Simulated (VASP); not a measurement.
# GaP (zincblende type) (F-43m) in VASP: notebook

Runs on GaP (zincblende type). Level: PBE. Tasks: single point.

All numbers are computed with VASP 6.6.1; they aren't measurements. Logs are shortened: lines on timing, memory, paths and dates and some standing lists are left out, and cuts for length are marked.

### Step 1. The cell of the first run

Symmetry: F-43m, No. 216, cubic system. The conventional cell has a = 5.359 Å, b = 5.359 Å, c = 5.359 Å, α = 90.00°, β = 90.00°, γ = 90.00°. Within 3.1 Å of Ga (site symmetry -43m) lie 4 P at 2.32 Å. P (site symmetry -43m) has 4 Ga at 2.32 Å within 3.1 Å.

### Step 2. Single point, PBE

INCAR

```
SYSTEM = GaP
ALGO     = Normal         ! electronic algorithm
EDIFF    = 1E-6           ! SCF threshold, eV
ENCUT    = 500            ! plane-wave cutoff, eV
GGA      = PE             ! functional
GGA_COMPAT= .FALSE.      
ISIF     = 2              ! what is computed and relaxed
ISMEAR   = -1             ! smearing method
LASPH    = .TRUE.         ! aspherical terms in the spheres
LCHARG   = .FALSE.        ! write CHGCAR
LREAL    = .FALSE.        ! projectors in reciprocal space
LWAVE    = .FALSE.        ! write WAVECAR
NBANDS   = 16             ! bands
NELM     = 120            ! most SCF steps
PREC     = Accurate       ! precision mode
SIGMA    = 0.1            ! smearing width, eV
```

KPOINTS

```
k-points
0
G
  13 13 13
  0 0 0
```

POSCAR

```
GaP
1.0
    0.0000000000      2.6794170262      2.6794170262
    2.6794170262      0.0000000000      2.6794170262
    2.6794170262      2.6794170262      0.0000000000
Ga P
1 1
Direct
    0.0000000000      0.0000000000      0.0000000000
    0.2500000000      0.2500000000      0.2500000000
```

Potentials or basis: VASP PAW PBE potentials, release 64 (Ga_d, P).

Run with:

```bash
$ cat potpaw_PBE.64/Ga_d/POTCAR potpaw_PBE.64/P/POTCAR > POTCAR
$ mpirun -np 1 vasp_std > vasp.out
```

OUTCAR:

```text
SYSTEM = GaP
   EDIFF = 1E-6
   ENCUT = 500
   GGA = PE
   ISIF = 2
   ISMEAR = -1
   LASPH = .TRUE.
   LREAL = .FALSE.
   NELM = 120
   PREC = Accurate

 ion  position               nearest neighbor table
   1  0.000  0.000  0.000-   2 2.32   2 2.32   2 2.32   2 2.32
   2  0.250  0.250  0.250-   1 2.32   1 2.32   1 2.32   1 2.32

  LATTYP: Found a face centered cubic cell.
 ALAT       =     5.3588340524

  Lattice vectors:

 A1 = (   0.0000000000,   2.6794170262,   2.6794170262)
 A2 = (   2.6794170262,   0.0000000000,   2.6794170262)
 A3 = (   2.6794170262,   2.6794170262,   0.0000000000)

Analysis of symmetry for initial positions (statically):
=====================================================================
 Subroutine PRICEL returns:
 Original cell was already a primitive cell.

 Routine SETGRP: Setting up the symmetry group for a
 face centered cubic supercell.

 Subroutine GETGRP returns: Found 24 space group operations
 (whereof 24 operations were pure point group operations)
 out of a pool of 48 trial point group operations.

The static configuration has the point symmetry T_d .

Analysis of symmetry for dynamics (positions and initial velocities):
=====================================================================
 Subroutine PRICEL returns:
 Original cell was already a primitive cell.

 Routine SETGRP: Setting up the symmetry group for a
 face centered cubic supercell.

 Subroutine GETGRP returns: Found 24 space group operations
 (whereof 24 operations were pure point group operations)
 out of a pool of 48 trial point group operations.

The dynamic configuration has the point symmetry T_d .

 Subroutine INISYM returns: Found 24 space group operations
 (whereof 24 operations are pure point group operations),
 and found     1 'primitive' translations

----------------------------------------------------------------------------------------

                                     Primitive cell

  volume of cell :      38.4725

  direct lattice vectors                    reciprocal lattice vectors
     0.000000000  2.679417026  2.679417026    -0.186607757  0.186607757  0.186607757
     2.679417026  0.000000000  2.679417026     0.186607757 -0.186607757  0.186607757
     2.679417026  2.679417026  0.000000000     0.186607757  0.186607757 -0.186607757

  length of vectors
     3.789267898  3.789267898  3.789267898     0.323214115  0.323214115  0.323214115

  position of ions in fractional coordinates (direct lattice)
     0.000000000  0.000000000  0.000000000
     0.250000000  0.250000000  0.250000000

  ion indices of the primitive-cell ions
   primitive index   ion index
                 1           1
                 2           2

----------------------------------------------------------------------------------------

 KPOINTS: k-points

Automatic generation of k-mesh.
 Grid dimensions read from file:
 generate k-points for:   13   13   13

 Generating k-lattice:

  Cartesian coordinates                     Fractional coordinates (reciprocal lattice)
    -0.014354443  0.014354443  0.014354443     0.076923077  0.000000000  0.000000000
     0.014354443 -0.014354443  0.014354443     0.000000000  0.076923077  0.000000000
     0.014354443  0.014354443 -0.014354443     0.000000000  0.000000000  0.076923077

  Length of vectors
     0.024862624  0.024862624  0.024862624

  Shift w.r.t. Gamma in fractional coordinates (k-lattice)
     0.000000000  0.000000000  0.000000000

 Subroutine IBZKPT returns following result:
 ===========================================

 Found     84 irreducible k-points:

 Following reciprocal coordinates:
            Coordinates               Weight
  0.000000  0.000000  0.000000      1.000000
  0.076923  0.000000  0.000000      8.000000
  0.153846  0.000000  0.000000      8.000000
  0.230769  0.000000  0.000000      8.000000
  0.307692  0.000000  0.000000      8.000000
  0.384615  0.000000  0.000000      8.000000
[... 16 lines left out ...]
  0.384615  0.153846  0.000000     24.000000
  0.461538  0.153846  0.000000     24.000000
 [... further k-points ...]
   k-points           NKPTS =     84   k-points in BZ     NKDIM =     84   number of bands    NBANDS=     16
   number of dos      NEDOS =    301   number of ions     NIONS =      2
   total plane-waves  NPLWV =  21952
   dimension x,y,z NGX =    28 NGY =   28 NGZ =   28
   dimension x,y,z NGXF=    56 NGYF=   56 NGZF=   56
   ions per type =               1   1
   NGX,Y,Z   is equivalent  to a cutoff of  12.28, 12.28, 12.28 a.u.
   NGXF,Y,Z  is equivalent  to a cutoff of  24.57, 24.57, 24.57 a.u.
 SYSTEM =  GaP
   PREC   = accura    normal or accurate (medium, high low for compatibility)
   ISTART =      0    job   : 0-new  1-cont  2-samecut
   ICHARG =      2    charge: 1-file 2-atom 10-const
   ISPIN  =      1    spin polarized calculation?
   LNONCOLLINEAR =      F non collinear calculations
   LSORBIT =      F    spin-orbit coupling
   LASPH  =      T    aspherical Exc in radial PAW
   ENCUT  =  500.0 eV  36.75 Ry    6.06 a.u.   6.91  6.91  6.91*2*pi/ulx,y,z
   NELM   =    120;   NELMIN=  2; NELMDL= -5     # of ELM steps
   EDIFF  = 0.1E-05   stopping-criterion for ELM
   LREAL  =      F    real-space projection
   EDIFFG = 0.1E-04   stopping-criterion for IOM
   NSW    =      0    number of steps for IOM
   IBRION =     -1    ionic relax: 0-MD 1-quasi-New 2-CG
   NFREE  =      0    steps in history (QN), initial steepest desc. (CG)
   ISIF   =      2    stress and relaxation
   ISYM   =      2    0-nonsym 1-usesym 2-fastsym
   POTIM  = 0.5000    time-step for ionic-motion
   TEBEG  =    0.0;   TEEND  =   0.0 temperature during run
   PSTRESS=    0.0 pullay stress
   NELECT =      18.0000    total number of electrons
   NUPDOWN=      -1.0000    fix difference up-down
   EMIN   =  10.00;   EMAX   =-10.00  energy-range for DOS
   EFERMI =   0.00;   METHOD = LEGACY
   ISMEAR =    -1;   SIGMA  =   0.10  broadening in eV -4-tet -1-fermi 0-gaus
   EFERMI_NEDOS =   21; number of points for ismear=-14 and -15
   IALGO  =     38    algorithm
   IMIX   =      4    mixing-type and parameters
     AMIX     =   0.40;   BMIX     =  1.00
     AMIX_MAG =   1.60;   BMIX_MAG =  1.00
  volume/ion in A,a.u.               =      19.24       129.81
  Fermi-wavevector in a.u.,A,eV,Ry     =   1.270912  2.401675 21.976353  1.615216
  Thomas-Fermi vector in A             =   2.403873
   LORBIT       =      0    0 simple, 1 ext, 2 COOP (PROOUT), +10 PAW based schemes
   GGA     = PE    functional components
   LHFCALC =     F    Hartree Fock is set to
   AEXX    =    0.0000 exact exchange contribution
   IVDW    =     0    specifies the selected vdW correction
   LEPSILON=     F    determine dielectric tensor
   LRPA    =     F    only Hartree local field effects (RPA)
 non-spin polarized calculation
  energy-cutoff  :      500.00
  volume of cell :       38.47
 maximum number of plane-waves:       990
   NGX = 13   NGY = 13   NGZ = 13

 number of electron      17.9999986 magnetization

 Free energy of the ion-electron system (eV)
  ---------------------------------------------------
  ext. energy  EPLUGINS =         0.00000000
  ---------------------------------------------------
  free energy    TOTEN  =        -9.05741916 eV

  energy without entropy =       -9.05740262  energy(sigma->0) =       -9.05741089

 E-fermi :   5.9313     XC(G=0): -10.0675

 val. band max:        5.1853160261   @ k =   0.0000   0.0000   0.0000
 cond. band min:       6.6993228320   @ k =   0.4615   0.4615   0.0000
 fundamental gap:      1.5140068059
 Fermi energy:         5.9313351840

 k-point     1 :       0.0000    0.0000    0.0000
  band No.  band energies     occupation
      1      -9.4601      2.00000
      2      -9.4601      2.00000
      3      -9.4601      2.00000
      4      -9.3437      2.00000
      5      -9.3437      2.00000
      6      -7.7012      2.00000
[... 8 lines left out ...]
     15      15.0418      0.00000
     16      15.0418      0.00000

 k-point     2 :       0.0769    0.0000    0.0000
  band No.  band energies     occupation
      1      -9.4673      2.00000
      2      -9.4579      2.00000
      3      -9.4579      2.00000
      4      -9.3438      2.00000
      5      -9.3438      2.00000
      6      -7.6183      2.00000
[... 8 lines left out ...]
     15      14.7106      0.00000
     16      14.7106      0.00000

 k-point     3 :       0.1538    0.0000    0.0000
  band No.  band energies     occupation
      1      -9.4859      2.00000
      2      -9.4521      2.00000
      3      -9.4521      2.00000
      4      -9.3437      2.00000
      5      -9.3437      2.00000
      6      -7.3748      2.00000
[... 8 lines left out ...]
     15      14.2369      0.00000
     16      15.3961      0.00000

 k-point     4 :       0.2308    0.0000    0.0000
  band No.  band energies     occupation
      1      -9.5096      2.00000
      2      -9.4446      2.00000
      3      -9.4446      2.00000
      4      -9.3428      2.00000
      5      -9.3428      2.00000
      6      -6.9866      2.00000
[... 8 lines left out ...]
     15      14.1432      0.00000
     16      15.3471      0.00000

 k-point     5 :       0.3077    0.0000    0.0000
  band No.  band energies     occupation
      1      -9.5324      2.00000
      2      -9.4379      2.00000
      3      -9.4379      2.00000
      4      -9.3405      2.00000
      5      -9.3405      2.00000
      6      -6.4847      2.00000
[... 8 lines left out ...]
     15      14.6352      0.00000
     16      15.0566      0.00000

 k-point     6 :       0.3846    0.0000    0.0000
  band No.  band energies     occupation
      1      -9.5500      2.00000
      2      -9.4334      2.00000
      3      -9.4334      2.00000
      4      -9.3374      2.00000
      5      -9.3374      2.00000
      6      -5.9396      2.00000
[... 8 lines left out ...]
     15      15.6204      0.00000
     16      15.6204      0.00000

 k-point     7 :       0.4615    0.0000    0.0000
  band No.  band energies     occupation
      1      -9.5595      2.00000
      2      -9.4313      2.00000
      3      -9.4313      2.00000
      4      -9.3353      2.00000
      5      -9.3352      2.00000
      6      -5.5262      2.00000
[... 8 lines left out ...]
     15      16.7636      0.00000
     16      16.7636      0.00000

 k-point     8 :       0.0769    0.0769    0.0000
  band No.  band energies     occupation
      1      -9.4718      2.00000
      2      -9.4559      2.00000
      3      -9.4559      2.00000
      4      -9.3456      2.00000
      5      -9.3423      2.00000
      6      -7.5908      2.00000
[... 8 lines left out ...]
     15      14.7597      0.00000
     16      15.1368      0.00000

 k-point     9 :       0.1538    0.0769    0.0000
  band No.  band energies     occupation
      1      -9.4869      2.00000
      2      -9.4512      2.00000
      3      -9.4501      2.00000
      4      -9.3474      2.00000
      5      -9.3408      2.00000
      6      -7.4011      2.00000
[... 8 lines left out ...]
     15      14.9769      0.00000
     16      15.5081      0.00000
[... 172 lines left out ...]
 k-point    19 :      -0.0769    0.0769    0.0000
  band No.  band energies     occupation
      1      -9.4789      2.00000
      2      -9.4554      2.00000
      3      -9.4525      2.00000
      4      -9.3454      2.00000
      5      -9.3424      2.00000
      6      -7.4819      2.00000
[... 8 lines left out ...]
     15      14.6819      0.00000
     16      15.2056      0.00000

 k-point    20 :       0.1538    0.1538    0.0000
  band No.  band energies     occupation
      1      -9.5003      2.00000
      2      -9.4442      2.00000
      3      -9.4442      2.00000
      4      -9.3515      2.00000
      5      -9.3382      2.00000
      6      -7.2674      2.00000
[... 8 lines left out ...]
     15      15.4185      0.00000
     16      16.0900      0.00000

 k-point    21 :       0.2308    0.1538    0.0000
  band No.  band energies     occupation
      1      -9.5179      2.00000
      2      -9.4373      2.00000
      3      -9.4361      2.00000
      4      -9.3549      2.00000
      5      -9.3357      2.00000
      6      -6.9811      2.00000
[... 8 lines left out ...]
     15      15.4860      0.00000
     16      16.8911      0.00000

 k-point    22 :       0.3077    0.1538    0.0000
  band No.  band energies     occupation
      1      -9.5354      2.00000
      2      -9.4318      2.00000
      3      -9.4283      2.00000
      4      -9.3560      2.00000
      5      -9.3333      2.00000
      6      -6.5606      2.00000
[... 8 lines left out ...]
     15      15.7545      0.00000
     16      16.9082      0.00000

 k-point    23 :       0.3846    0.1538    0.0000
  band No.  band energies     occupation
      1      -9.5502      2.00000
      2      -9.4283      2.00000
      3      -9.4227      2.00000
      4      -9.3541      2.00000
      5      -9.3316      2.00000
      6      -6.0456      2.00000
[... 8 lines left out ...]
     15      16.4789      0.00000
     16      16.7027      0.00000

 k-point    24 :       0.4615    0.1538    0.0000
  band No.  band energies     occupation
      1      -9.5601      2.00000
      2      -9.4266      2.00000
      3      -9.4199      2.00000
      4      -9.3497      2.00000
      5      -9.3317      2.00000
      6      -5.5321      2.00000
[... 8 lines left out ...]
     15      17.2119      0.00000
     16      17.3616      0.00000

 [... further k-points ...]

------------------------ aborting loop because EDIFF is reached ----------------------------------------

  FORCE on cell =-STRESS in cart. coord.  units (eV):
  Direction    XX          YY          ZZ          XY          YZ          ZX
  --------------------------------------------------------------------------------------
  -------------------------------------------------------------------------------------
  Total        1.7709798      1.7709798      1.7709798      0.0000000      0.0000000     -0.0000000
  in kB       73.7519076     73.7519076     73.7519076      0.0000000      0.0000000     -0.0000000
  external PRESSURE =      73.7519076 kB  Pullay stress =       0.0000000 kB

 VOLUME and BASIS-vectors are now :
 -----------------------------------------------------------------------------
  energy-cutoff  :      500.00
  volume of cell :       38.47
      direct lattice vectors                 reciprocal lattice vectors
     0.000000000  2.679417026  2.679417026    -0.186607757  0.186607757  0.186607757
     2.679417026  0.000000000  2.679417026     0.186607757 -0.186607757  0.186607757
     2.679417026  2.679417026  0.000000000     0.186607757  0.186607757 -0.186607757

 POSITION                                       TOTAL-FORCE (eV/Angst)
 -----------------------------------------------------------------------------------
      0.00000      0.00000      0.00000        -0.000000     -0.000000      0.000000
      1.33971      1.33971      1.33971         0.000000      0.000000     -0.000000
 -----------------------------------------------------------------------------------
    total drift:                                0.000001      0.000001      0.000000

  FREE ENERGIE OF THE ION-ELECTRON SYSTEM (eV)
  ---------------------------------------------------
  free  energy   TOTEN  =        -9.0574191571 eV

  energy  without entropy=       -9.0574026167  energy(sigma->0) =       -9.05741089
```

Wall time 46 s (1 thread of Intel Xeon Platinum 8259CL at 2.50GHz (Skylake/Cascade Lake), shared host); peak memory 0.18 GiB.

What came out:

* Free energy: -9.0574 eV
* Pressure: 7.4 GPa
* Band gap on the k mesh: 1.51 eV, indirect (least direct gap 2.25 eV)

### Step 3. Single point, PBE

INCAR

```
  PREC = Accurate
  ENCUT = 500
  EDIFF = 1E-6
  ISMEAR = -1
  SIGMA = 0.1
  LREAL = F
  LASPH = T
  NELM = 120
  ALGO = Normal
  ISIF = 2
  LWAVE = F
  LCHARG = F
  GGA = PE
  NBANDS = 16
  GGA_COMPAT = F
```

KPOINTS

```
regular mesh
0
Gamma
  13 13 13
```

POSCAR

```
GaP
1.0
    0.0000000000      2.6792038978      2.6792038978
    2.6792038978      0.0000000000      2.6792038978
    2.6792038978      2.6792038978      0.0000000000
Ga P
1 1
Direct
    0.0000000000      0.0000000000      0.0000000000
    0.2500000000      0.2500000000      0.2500000000
```

Potentials or basis: VASP PAW PBE potentials, release 64 (Ga_d, P).

Run with:

```bash
$ cat potpaw_PBE.64/Ga_d/POTCAR potpaw_PBE.64/P/POTCAR > POTCAR
$ mpirun -np 1 vasp_std > vasp.out
```

OUTCAR:

```text
PREC = Accurate
   ENCUT = 500
   EDIFF = 1E-6
   ISMEAR = -1
   LREAL = F
   LASPH = T
   NELM = 120
   ISIF = 2
   GGA = PE

 ion  position               nearest neighbor table
   1  0.000  0.000  0.000-   2 2.32   2 2.32   2 2.32   2 2.32
   2  0.250  0.250  0.250-   1 2.32   1 2.32   1 2.32   1 2.32

  LATTYP: Found a face centered cubic cell.
 ALAT       =     5.3584077956

  Lattice vectors:

[... 638 lines left out ...]
     16      17.3658      0.00000

 [... further k-points ...]

------------------------ aborting loop because EDIFF is reached ----------------------------------------

  FORCE on cell =-STRESS in cart. coord.  units (eV):
  Direction    XX          YY          ZZ          XY          YZ          ZX
  --------------------------------------------------------------------------------------
  -------------------------------------------------------------------------------------
  Total        1.7768186      1.7768186      1.7768186      0.0000000      0.0000000     -0.0000000
  in kB       74.0127243     74.0127243     74.0127243      0.0000000      0.0000000     -0.0000000
  external PRESSURE =      74.0127243 kB  Pullay stress =       0.0000000 kB

 VOLUME and BASIS-vectors are now :
 -----------------------------------------------------------------------------
  energy-cutoff  :      500.00
  volume of cell :       38.46
      direct lattice vectors                 reciprocal lattice vectors
     0.000000000  2.679203898  2.679203898    -0.186622601  0.186622601  0.186622601
     2.679203898  0.000000000  2.679203898     0.186622601 -0.186622601  0.186622601
     2.679203898  2.679203898  0.000000000     0.186622601  0.186622601 -0.186622601

 POSITION                                       TOTAL-FORCE (eV/Angst)
 -----------------------------------------------------------------------------------
      0.00000      0.00000      0.00000        -0.000000     -0.000000     -0.000000
      1.33960      1.33960      1.33960         0.000000      0.000000      0.000000
 -----------------------------------------------------------------------------------
    total drift:                                0.000001      0.000001      0.000000

  FREE ENERGIE OF THE ION-ELECTRON SYSTEM (eV)
  ---------------------------------------------------
  free  energy   TOTEN  =        -9.0569890550 eV

  energy  without entropy=       -9.0569724882  energy(sigma->0) =       -9.05698077
```

It took 48 s on 1 thread of Intel Xeon Platinum 8259CL at 2.50GHz (Skylake/Cascade Lake), shared host; peak memory 0.18 GiB.

What came out:

```
Free energy            : -9.0570 eV
Pressure               : 7.4 GPa
Band gap on the k mesh : 1.51 eV, indirect (least direct gap 2.26 eV)
```

A k mesh can miss the band edges.
